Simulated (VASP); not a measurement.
BeBi:

```
Be Bi
1.0
     3.40203    0.00000    0.00000
     0.00000    3.40203    0.00000
     0.00000    0.00000    3.40203
Be Bi
1 1
Direct
  0.00000 0.00000 0.00000
  0.50000 0.50000 0.50000
```

```yaml
Program: VASP 6.6.1
Task: relaxation of cell and atoms
Functional: PBE
Potentials_or_basis: VASP PAW PBE potentials, release 64 (Be, Bi_d)
Cutoff: 600 eV
k_mesh: 16 × 16 × 16
Occupations: gaussian, width 0.1 eV
Spin: no spin polarisation
```

At the start: pressure 3.8 GPa; volume 19.69 Å³/atom.

Q: Where does the relaxation end?

A: Over 3 steps the energy falls by 12.9 meV/atom and the volume is 20.82 Å³/atom (+5.7 %); space group Pm-3m (No. 221, to 0.05 Å).

The path:
| step | energy change (eV) | largest force (eV/Å) | pressure (GPa) | volume (Å³) |
| --- | --- | --- | --- | --- |
| 1 | 0.0000 | 0.0000 | 3.81 | 39.37 |
| 2 | -0.0248 | 0.0000 | -0.65 | 42.10 |
| 3 | -0.0257 | 0.0000 | 0.02 | 41.64 |

Final structure:
```
Be Bi
1.0
     3.46601    0.00000    0.00000
     0.00000    3.46601    0.00000
     0.00000    0.00000    3.46601
Be Bi
1 1
Direct
  0.00000 0.00000 0.00000
  0.50000 0.50000 0.50000
```
